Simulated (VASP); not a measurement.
# Ge (R-3m) in VASP: further runs, part 2 of 2

VASP 6.6.1.

### 3 Single point, PBEsol

This run uses another cell than the first one, of the same volume but with other edges.

Input file INCAR:

```
SYSTEM = Ge
  PREC = Accurate
  ENCUT = 520
  EDIFF = 1E-7
  ISMEAR = 0
  SIGMA = 0.15
  LREAL = .FALSE.
  LASPH = .TRUE.
  NELM = 100
  ALGO = Normal
  ISIF = 2
  LWAVE = .FALSE.
  LCHARG = .TRUE.
  GGA = PS
  LELF = .TRUE.
  LVHAR = .TRUE.
  NBANDS = 21
```

Input file KPOINTS:

```
Automatic mesh
0
G
  16 16 16
  0 0 0
```

Input file POSCAR:

```
Ge
1.0
   -0.6130345150      2.5578336660      2.5578336660
    2.5578336660     -0.6130345150      2.5578336660
    2.5578336660      2.5578336660     -0.6130345150
Ge
2
Direct
    0.5000000000      0.5000000000      0.5000000000
    0.7500000000      0.7500000000      0.7500000000
```

Potentials or basis: VASP PAW PBE potentials, release 64 (Ge_d).

Started as:

```console
$ cat potpaw_PBE.64/Ge_d/POTCAR > POTCAR
$ mpirun -np 1 vasp_std > vasp.out
```

OUTCAR:

```text
SYSTEM = Ge
   PREC = Accurate
   ENCUT = 520
   EDIFF = 1E-7
   ISMEAR = 0
   LREAL = .FALSE.
   LASPH = .TRUE.
   NELM = 100
   ISIF = 2
   GGA = PS

 ion  position               nearest neighbor table
   1  0.500  0.500  0.500-   2 1.95   2 2.67   2 2.67   2 2.67
   2  0.750  0.750  0.750-   1 1.95   1 2.67   1 2.67   1 2.67

  LATTYP: Found a trigonal (rhomboedric) cell.
 ALAT       =     3.6689013945
 COS(alpha) =     0.2530624440

  Lattice vectors:

 A1 = (  -0.6130345150,   2.5578336660,   2.5578336660)
 A2 = (   2.5578336660,  -0.6130345150,   2.5578336660)
 A3 = (   2.5578336660,   2.5578336660,  -0.6130345150)

Analysis of symmetry for initial positions (statically):
=====================================================================
 Subroutine PRICEL returns:
 Original cell was already a primitive cell.

 Routine SETGRP: Setting up the symmetry group for a
 trigonal (rhombohedral) supercell.

 Subroutine GETGRP returns: Found 12 space group operations
 (whereof  6 operations were pure point group operations)
 out of a pool of 12 trial point group operations.

The static configuration has the point symmetry C_3v.
 The point group associated with its full space group is D_3d.

Analysis of symmetry for dynamics (positions and initial velocities):
=====================================================================
 Subroutine PRICEL returns:
 Original cell was already a primitive cell.

 Routine SETGRP: Setting up the symmetry group for a
 trigonal (rhombohedral) supercell.

 Subroutine GETGRP returns: Found 12 space group operations
 (whereof  6 operations were pure point group operations)
 out of a pool of 12 trial point group operations.

The dynamic configuration has the point symmetry C_3v.
 The point group associated with its full space group is D_3d.

 Subroutine INISYM returns: Found 12 space group operations
[... 105 lines left out ...]
   POTIM  = 0.5000    time-step for ionic-motion
   TEBEG  =    0.0;   TEEND  =   0.0 temperature during run
   PSTRESS=    0.0 pullay stress
   NELECT =      28.0000    total number of electrons
   NUPDOWN=      -1.0000    fix difference up-down
   EMIN   =  10.00;   EMAX   =-10.00  energy-range for DOS
   EFERMI =   0.00;   METHOD = LEGACY
   ISMEAR =     0;   SIGMA  =   0.15  broadening in eV -4-tet -1-fermi 0-gaus
   EFERMI_NEDOS =   21; number of points for ismear=-14 and -15
   IALGO  =     38    algorithm
   IMIX   =      4    mixing-type and parameters
     AMIX     =   0.40;   BMIX     =  1.00
     AMIX_MAG =   1.60;   BMIX_MAG =  1.00
  volume/ion in A,a.u.               =      22.64       152.75
  Fermi-wavevector in a.u.,A,eV,Ry     =   1.394825  2.635838 26.470653  1.945538
  Thomas-Fermi vector in A             =   2.518337
   LORBIT       =      0    0 simple, 1 ext, 2 COOP (PROOUT), +10 PAW based schemes
   GGA     = PS    functional components
   LHFCALC =     F    Hartree Fock is set to
   AEXX    =    0.0000 exact exchange contribution
   IVDW    =     0    specifies the selected vdW correction
   LEPSILON=     F    determine dielectric tensor
   LRPA    =     F    only Hartree local field effects (RPA)
 non-spin polarized calculation
 Gauss-broadening in eV      SIGMA  =   0.15
  energy-cutoff  :      520.00
  volume of cell :       45.27
 maximum number of plane-waves:      1249
   NGX = 13   NGY = 13   NGZ = 13

 number of electron      27.9999998 magnetization

 Free energy of the ion-electron system (eV)
  ---------------------------------------------------
  ext. energy  EPLUGINS =         0.00000000
  ---------------------------------------------------
  free energy    TOTEN  =        -7.40723955 eV

  energy without entropy =       -7.40077612  energy(sigma->0) =       -7.40400783

 E-fermi :   4.5371     XC(G=0): -10.1090

 val. band max:        4.5327221476   @ k =  -0.2500   0.1250  -0.0000
 cond. band min:       4.5439973601   @ k =  -0.4375   0.3750   0.3750
 fundamental gap:      0.0112752125
 Fermi energy:         4.5370780025

 k-point     1 :       0.0000    0.0000    0.0000
  band No.  band energies     occupation
      1     -20.7271      2.00000
      2     -20.3004      2.00000
      3     -20.3004      2.00000
      4     -20.0570      2.00000
      5     -20.0570      2.00000
      6     -19.9123      2.00000
[... 565 lines left out ...]
     20      14.9810      0.00000
     21      15.0664      0.00000

 [... further k-points ...]
[... 5 lines left out ...]
  --------------------------------------------------------------------------------------
  -------------------------------------------------------------------------------------
  Total        5.5433264      5.5433264      5.5433264      8.2819919      8.2819919      8.2819919
  in kB      196.1815336    196.1815336    196.1815336    293.1044920    293.1044920    293.1044920
  external PRESSURE =     196.1815336 kB  Pullay stress =       0.0000000 kB

 VOLUME and BASIS-vectors are now :
 -----------------------------------------------------------------------------
  energy-cutoff  :      520.00
  volume of cell :       45.27
      direct lattice vectors                 reciprocal lattice vectors
    -0.613034515  2.557833666  2.557833666    -0.136216600  0.179154441  0.179154441
     2.557833666 -0.613034515  2.557833666     0.179154441 -0.136216600  0.179154441
     2.557833666  2.557833666 -0.613034515     0.179154441  0.179154441 -0.136216600

 POSITION                                       TOTAL-FORCE (eV/Angst)
 -----------------------------------------------------------------------------------
      2.25132      2.25132      2.25132        -5.846114     -5.846114     -5.846114
      3.37697      3.37697      3.37697         5.846114      5.846114      5.846114
 -----------------------------------------------------------------------------------
    total drift:                                0.000000      0.000000      0.000000

  FREE ENERGIE OF THE ION-ELECTRON SYSTEM (eV)
  ---------------------------------------------------
  free  energy   TOTEN  =        -7.4072395451 eV

  energy  without entropy=       -7.4007761247  energy(sigma->0) =       -7.40400783
```

OSZICAR:

```text
N       E                     dE             d eps       ncg     rms          rms(c)
DAV:   1     0.196324207806E+03    0.19632E+03   -0.14674E+04 19616   0.366E+03
DAV:   2     0.208483658964E+02   -0.17548E+03   -0.16983E+03 17589   0.620E+02
DAV:   3    -0.674109638496E+01   -0.27589E+02   -0.27379E+02 20014   0.146E+02
DAV:   4    -0.771030351144E+01   -0.96921E+00   -0.96859E+00 19624   0.321E+01
DAV:   5    -0.772648869439E+01   -0.16185E-01   -0.16185E-01 19974   0.457E+00    0.413E+00
DAV:   6    -0.748538117130E+01    0.24111E+00   -0.15042E-01 22116   0.344E+00    0.225E+00
DAV:   7    -0.740659149741E+01    0.78790E-01   -0.21032E-01 22495   0.351E+00    0.276E-01
DAV:   8    -0.740736711321E+01   -0.77562E-03   -0.31609E-02 19013   0.122E+00    0.183E-01
DAV:   9    -0.740719304008E+01    0.17407E-03   -0.19919E-03 20663   0.360E-01    0.743E-02
DAV:  10    -0.740724260538E+01   -0.49565E-04   -0.25749E-04 24108   0.130E-01    0.234E-02
DAV:  11    -0.740723950470E+01    0.31007E-05   -0.44453E-05 22548   0.426E-02    0.769E-03
DAV:  12    -0.740723966785E+01   -0.16315E-06   -0.64576E-06 20009   0.234E-02    0.341E-03
DAV:  13    -0.740723956497E+01    0.10288E-06   -0.49389E-07 18619   0.494E-03    0.314E-03
DAV:  14    -0.740723954513E+01    0.19838E-07   -0.41272E-07 16387   0.431E-03
   1 F= -.74072395E+01 E0= -.74040078E+01  d E =-.646342E-02
```

Run time: 5.8 min. Hardware: 1 thread of Intel Xeon 6975P-C, shared host; peak memory 0.41 GiB.

Results:

```yaml
Free_energy: -7.4072 eV
Pressure: 19.6 GPa
Largest_force: 10.126 eV/Å
Band_gap_on_the_k_mesh: zero (band 14 reaches 5.09 eV, above the bottom of band 15 at 3.14 eV)
```

Forces in eV/Å, atoms in the order of the input:
```
Ge  -5.846 -5.846 -5.846
Ge   5.846  5.846  5.846
```

Levels at points of the mesh, in eV from the Fermi level:
```csv
k point,band 11,band 12,band 13,band 14,band 15,band 16,band 17,band 18
"(0.00, 0.00, 0.00)",-12.95,-1.06,-0.43,0.55,0.55,1.22,1.22,8.07
"(0.50, 0.00, 0.00)",-11.52,-7.04,-0.65,0.19,0.75,2.60,6.85,7.59
"(0.50, 0.50, 0.00)",-10.17,-7.35,-3.97,-1.20,0.14,2.55,6.78,8.72
"(0.50, 0.50, 0.50)",-8.93,-7.83,-2.69,-2.69,-1.40,2.84,2.84,5.61
```

Caveat: the PAW data sets were made with another functional, which shifts forces and pressure a little.

### 4 Single point, PBEsol

This run uses another cell than the first one, of the same volume but with other edges.

Input file INCAR:

```
  PREC = Accurate
  ENCUT = 520
  EDIFF = 1E-6
  ISMEAR = 0
  SIGMA = 0.15
  LREAL = F
  LASPH = T
  NELM = 60
  ALGO = Normal
  ISIF = 2
  LWAVE = F
  LCHARG = T
  GGA = PS
  LELF = T
  LVHAR = T
  NBANDS = 21
```

Input file KPOINTS:

```
Automatic mesh
0
Gamma
  16 16 16
```

Input file POSCAR:

```
Ge
1.0
    0.6895258161      3.2121812409      3.2121812409
    3.2121812409      0.6895258161      3.2121812409
    3.2121812409      3.2121812409      0.6895258161
Ge
2
Direct
    0.5000000000      0.5000000000      0.5000000000
    0.7500000000      0.7500000000      0.7500000000
```

Started as:

```console
$ cat potpaw_PBE.64/Ge_d/POTCAR > POTCAR
$ mpirun -np 1 vasp_std > vasp.out
```

Run time: 7.8 min. Hardware: 1 thread of Intel Xeon 6975P-C, shared host; peak memory 0.44 GiB.

It converged, with:

```
Free energy            : -8.6916 eV
Pressure               : 10.6 GPa
Largest force          : 1.668 eV/Å
Band gap on the k mesh : zero (band 14 reaches 5.56 eV, above the bottom of band 15 at 3.61 eV)
```

Forces on the atoms (eV/Å):
```
Ge   0.963  0.963  0.963
Ge  -0.963 -0.963 -0.963
```

Stress tensor (GPa, compression positive):
```
10.59 -8.40 -8.40
-8.40 10.59 -8.40
-8.40 -8.40 10.59
```

Levels at points of the mesh, in eV from the Fermi level:
```
           k point  band 12  band 13  band 14  band 15  band 16  band 17
(0.00, 0.00, 0.00)    -2.83    -0.85     1.12     1.12     4.24     4.73
(0.50, 0.00, 0.00)    -7.70    -1.20    -1.17    -0.83     3.24     5.77
(0.50, 0.50, 0.00)    -7.95    -3.12    -1.61     0.08     2.45     6.45
(0.50, 0.50, 0.50)    -6.59     0.73     0.73     3.83     5.24     5.24
```

Caveat: the PAW data sets were made with another functional, which shifts forces and pressure a little.

### 5 Overview

| cell | gap on the mesh (eV) | pressure (GPa) | largest force (eV/Å) |
| --- | --- | --- | --- |
| a = 5.500 Å, angles 33.6°, 2 atoms | none | 23.2 | 4.58 |
| a = 3.669 Å, angles 75.3°, 2 atoms | none | 19.6 | 10.13 |
| a = 4.595 Å, angles 45.7°, 2 atoms | none | 10.6 | 1.67 |

Alike in all rows: task single point; level PBEsol; potentials or basis VASP PAW PBE potentials, release 64 (Ge_d); no spin polarisation; k mesh 16 × 16 × 16; cutoff (eV) 520; smearing gaussian 0.15 eV.

Caveats: the PAW data sets were made with another functional, which shifts forces and pressure a little.

Total energies depend on the potentials used, so only differences within one code and one set of settings carry meaning.
